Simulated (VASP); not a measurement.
# SrCl2 in VASP: notebook

The runs below take SrCl2 through single point, with PBE.

Everything below comes from runs of VASP 6.6.1. Logs are shortened: lines on timing, memory, paths and dates and some standing lists are left out, and cuts for length are marked.

**1. The cell of the first run**

The structure is cubic, space group Fm-3m (No. 225). The conventional cell has a = 6.977 Å, b = 6.977 Å, c = 6.977 Å, α = 90.00°, β = 90.00°, γ = 90.00°. Within 4.0 Å of Sr (site symmetry m-3m) lie 8 Cl at 3.02 Å. Cl (site symmetry -43m) has 4 Sr at 3.02 Å and 6 Cl at 3.49 Å within 4.0 Å.

**2. Single point, PBE**

The input, INCAR:

```
SYSTEM = SrCl2
  PREC = Accurate
  ENCUT = 520
  EDIFF = 1E-7
  ISMEAR = 0
  SIGMA = 0.02
  LREAL = .FALSE.
  LASPH = .TRUE.
  NELM = 100
  ALGO = Normal
  ISIF = 2
  LWAVE = .FALSE.
  LCHARG = .FALSE.
  GGA = PE
  NBANDS = 19
```

The input, KPOINTS:

```
Automatic mesh
0
G
  5 5 5
  0 0 0
```

The input, POSCAR:

```
SrCl2
1.0
    0.0000000000      3.4883500000      3.4883500000
    3.4883500000      0.0000000000      3.4883500000
    3.4883500000      3.4883500000      0.0000000000
Sr Cl
1 2
Direct
    0.0000000000      0.0000000000      0.0000000000
    0.2500000000      0.2500000000      0.2500000000
    0.7500000000      0.7500000000      0.7500000000
```

Potentials or basis: VASP PAW PBE potentials, release 64 (Sr_sv, Cl).

Launch:

```console
> cat potpaw_PBE.64/Sr_sv/POTCAR potpaw_PBE.64/Cl/POTCAR > POTCAR
> mpirun -np 1 vasp_std > vasp.out
```

OUTCAR:

```text
SYSTEM = SrCl2
   PREC = Accurate
   ENCUT = 520
   EDIFF = 1E-7
   ISMEAR = 0
   LREAL = .FALSE.
   LASPH = .TRUE.
   NELM = 100
   ISIF = 2
   GGA = PE

 ion  position               nearest neighbor table
   1  0.000  0.000  0.000-   3 3.02   3 3.02   3 3.02   2 3.02   3 3.02   2 3.02   2 3.02   2 3.02

   2  0.250  0.250  0.250-   1 3.02   1 3.02   1 3.02   1 3.02
   3  0.750  0.750  0.750-   1 3.02   1 3.02   1 3.02   1 3.02

  LATTYP: Found a face centered cubic cell.
 ALAT       =     6.9767000000

  Lattice vectors:

 A1 = (   0.0000000000,   3.4883500000,   3.4883500000)
 A2 = (   3.4883500000,   0.0000000000,   3.4883500000)
 A3 = (   3.4883500000,   3.4883500000,   0.0000000000)

Analysis of symmetry for initial positions (statically):
=====================================================================
 Subroutine PRICEL returns:
 Original cell was already a primitive cell.

 Routine SETGRP: Setting up the symmetry group for a
 face centered cubic supercell.

 Subroutine GETGRP returns: Found 48 space group operations
 (whereof 48 operations were pure point group operations)
 out of a pool of 48 trial point group operations.

The static configuration has the point symmetry O_h .

Analysis of symmetry for dynamics (positions and initial velocities):
=====================================================================
 Subroutine PRICEL returns:
 Original cell was already a primitive cell.

 Routine SETGRP: Setting up the symmetry group for a
 face centered cubic supercell.

 Subroutine GETGRP returns: Found 48 space group operations
 (whereof 48 operations were pure point group operations)
 out of a pool of 48 trial point group operations.

The dynamic configuration has the point symmetry O_h .

 Subroutine INISYM returns: Found 48 space group operations
 (whereof 48 operations are pure point group operations),
 and found     1 'primitive' translations

----------------------------------------------------------------------------------------

                                     Primitive cell

  volume of cell :      84.8966

  direct lattice vectors                    reciprocal lattice vectors
     0.000000000  3.488350000  3.488350000    -0.143334241  0.143334241  0.143334241
     3.488350000  0.000000000  3.488350000     0.143334241 -0.143334241  0.143334241
     3.488350000  3.488350000  0.000000000     0.143334241  0.143334241 -0.143334241

  length of vectors
     4.933271880  4.933271880  4.933271880     0.248262188  0.248262188  0.248262188

  position of ions in fractional coordinates (direct lattice)
[... 66 lines left out ...]
   EDIFF  = 0.1E-06   stopping-criterion for ELM
   LREAL  =      F    real-space projection
   EDIFFG = 0.1E-05   stopping-criterion for IOM
   NSW    =      0    number of steps for IOM
   IBRION =     -1    ionic relax: 0-MD 1-quasi-New 2-CG
   NFREE  =      0    steps in history (QN), initial steepest desc. (CG)
   ISIF   =      2    stress and relaxation
   ISYM   =      2    0-nonsym 1-usesym 2-fastsym
   POTIM  = 0.5000    time-step for ionic-motion
   TEBEG  =    0.0;   TEEND  =   0.0 temperature during run
   PSTRESS=    0.0 pullay stress
   NELECT =      24.0000    total number of electrons
   NUPDOWN=      -1.0000    fix difference up-down
   EMIN   =  10.00;   EMAX   =-10.00  energy-range for DOS
   EFERMI =   0.00;   METHOD = LEGACY
   ISMEAR =     0;   SIGMA  =   0.02  broadening in eV -4-tet -1-fermi 0-gaus
   EFERMI_NEDOS =   21; number of points for ismear=-14 and -15
   IALGO  =     38    algorithm
   IMIX   =      4    mixing-type and parameters
     AMIX     =   0.40;   BMIX     =  1.00
     AMIX_MAG =   1.60;   BMIX_MAG =  1.00
  volume/ion in A,a.u.               =      28.30       190.97
  Fermi-wavevector in a.u.,A,eV,Ry     =   1.074439  2.030396 15.706833  1.154420
  Thomas-Fermi vector in A             =   2.210267
   LORBIT       =      0    0 simple, 1 ext, 2 COOP (PROOUT), +10 PAW based schemes
   GGA     = PE    functional components
   LHFCALC =     F    Hartree Fock is set to
   AEXX    =    0.0000 exact exchange contribution
   IVDW    =     0    specifies the selected vdW correction
   LEPSILON=     F    determine dielectric tensor
   LRPA    =     F    only Hartree local field effects (RPA)
 non-spin polarized calculation
 Gauss-broadening in eV      SIGMA  =   0.02
  energy-cutoff  :      520.00
  volume of cell :       84.90
 maximum number of plane-waves:      2293
 NGX is ok and might be reduce to    40
   NGX = 19   NGY = 19   NGZ = 19

 number of electron      24.0000003 magnetization

 Free energy of the ion-electron system (eV)
  ---------------------------------------------------
  ext. energy  EPLUGINS =         0.00000000
  ---------------------------------------------------
  free energy    TOTEN  =       -12.78235182 eV

  energy without entropy =      -12.78235182  energy(sigma->0) =      -12.78235182

 E-fermi :   0.2788     XC(G=0):  -8.2829

 val. band max:        0.0823562658   @ k =  -0.4000   0.4000   0.0000
 cond. band min:       5.4907999021   @ k =   0.0000   0.0000   0.0000
 fundamental gap:      5.4084436363
 Fermi energy:         0.2787592713

 k-point     1 :       0.0000    0.0000    0.0000
  band No.  band energies     occupation
      1     -32.7343      2.00000
      2     -14.7260      2.00000
      3     -14.7260      2.00000
      4     -14.7260      2.00000
      5     -13.1527      2.00000
      6     -12.3027      2.00000
[... 197 lines left out ...]
      6     -12.5006      2.00000
[... 11 lines left out ...]
     18       9.3034      0.00000
     19      10.2188      0.00000

------------------------ aborting loop because EDIFF is reached ----------------------------------------

  FORCE on cell =-STRESS in cart. coord.  units (eV):
  Direction    XX          YY          ZZ          XY          YZ          ZX
  --------------------------------------------------------------------------------------
  -------------------------------------------------------------------------------------
  Total        0.5691548      0.5691548      0.5691548      0.0000000      0.0000000      0.0000000
  in kB       10.7411512     10.7411512     10.7411512      0.0000000      0.0000000      0.0000000
  external PRESSURE =      10.7411512 kB  Pullay stress =       0.0000000 kB

 VOLUME and BASIS-vectors are now :
 -----------------------------------------------------------------------------
  energy-cutoff  :      520.00
  volume of cell :       84.90
      direct lattice vectors                 reciprocal lattice vectors
     0.000000000  3.488350000  3.488350000    -0.143334241  0.143334241  0.143334241
     3.488350000  0.000000000  3.488350000     0.143334241 -0.143334241  0.143334241
     3.488350000  3.488350000  0.000000000     0.143334241  0.143334241 -0.143334241

 POSITION                                       TOTAL-FORCE (eV/Angst)
 -----------------------------------------------------------------------------------
      0.00000      0.00000      0.00000         0.000000     -0.000000      0.000000
      1.74418      1.74418      1.74418        -0.000000      0.000000     -0.000000
      5.23252      5.23252      5.23252         0.000000      0.000000      0.000000
 -----------------------------------------------------------------------------------
    total drift:                               -0.000000     -0.000000      0.000000

  FREE ENERGIE OF THE ION-ELECTRON SYSTEM (eV)
  ---------------------------------------------------
  free  energy   TOTEN  =       -12.7823518223 eV

  energy  without entropy=      -12.7823518223  energy(sigma->0) =      -12.78235182
```

OSZICAR:

```text
N       E                     dE             d eps       ncg     rms          rms(c)
DAV:   1     0.138921626892E+03    0.13892E+03   -0.11559E+04   380   0.113E+03
DAV:   2    -0.425457224173E+01   -0.14318E+03   -0.13996E+03   493   0.228E+02
DAV:   3    -0.127973103301E+02   -0.85427E+01   -0.85162E+01   498   0.537E+01
DAV:   4    -0.130541610190E+02   -0.25685E+00   -0.25639E+00   640   0.785E+00
DAV:   5    -0.130588248847E+02   -0.46639E-02   -0.46615E-02   524   0.870E-01    0.129E+01
DAV:   6    -0.127643078747E+02    0.29452E+00   -0.59047E-01   444   0.431E+00    0.832E+00
DAV:   7    -0.127740285600E+02   -0.97207E-02   -0.35995E-01   502   0.362E+00    0.211E+00
DAV:   8    -0.127798244268E+02   -0.57959E-02   -0.53355E-02   423   0.128E+00    0.398E-01
DAV:   9    -0.127808997776E+02   -0.10754E-02   -0.19673E-03   485   0.265E-01    0.143E-01
DAV:  10    -0.127822245427E+02   -0.13248E-02   -0.91392E-04   401   0.177E-01    0.366E-02
DAV:  11    -0.127823300856E+02   -0.10554E-03   -0.71049E-05   489   0.472E-02    0.407E-02
DAV:  12    -0.127823511580E+02   -0.21072E-04   -0.24214E-05   410   0.249E-02    0.710E-03
DAV:  13    -0.127823518095E+02   -0.65148E-06   -0.94120E-07   506   0.577E-03    0.434E-03
DAV:  14    -0.127823518223E+02   -0.12814E-07   -0.37967E-07   381   0.383E-03
   1 F= -.12782352E+02 E0= -.12782352E+02  d E =-.142359E-44
```

Wall time 26 s (1 thread of Intel Xeon Platinum 8488C (Sapphire Rapids), shared host); peak memory 0.23 GiB.

What came out:

```yaml
Free_energy: -12.7824 eV
Pressure: 1.1 GPa
Band_gap_on_the_k_mesh: 5.41 eV, indirect (least direct gap 5.68 eV)
```

A k mesh can miss the band edges.

(Part 1 of 2 ends here.)
